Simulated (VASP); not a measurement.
TiO2:

```
Ti O
1.0
    -1.92921    1.92921    4.85060
     1.92921   -1.92921    4.85060
     1.92921    1.92921   -4.85060
Ti O
2 4
Direct
  0.75000 0.25000 0.50000
  0.00000 0.00000 0.00000
  0.79190 0.79190 0.00000
  0.54190 0.04190 0.50000
  0.95810 0.45810 0.50000
  0.20810 0.20810 0.00000
```

Base run:

* Program: VASP 6.6.1
* Functional: PBEsol
* Potentials or basis: VASP PAW PBE potentials, release 64 (Ti_sv, O)
* Cutoff: 520 eV
* k mesh: 10 × 10 × 10
* Occupations: fermi-dirac, width 0.05 eV
* Spin: no spin polarisation

Its results: band gap on the k mesh 1.94 eV (least direct gap 2.27 eV); pressure -11.7 GPa; largest force 0.309 eV/Å.

The run is repeated on the same cell with these changes: functional from PBEsol to BLYP. What comes out?

Band gap on the k mesh 1.97 eV (least direct gap 2.29 eV); pressure -1.3 GPa; largest force 0.115 eV/Å.

BLYP binds less tightly than PBEsol, so the same cell stands under more pressure.

Caveats: the PAW data sets were made with another functional, which shifts forces and pressure a little; the cell stands under tension (at least some runs).

A k mesh can miss the band edges.
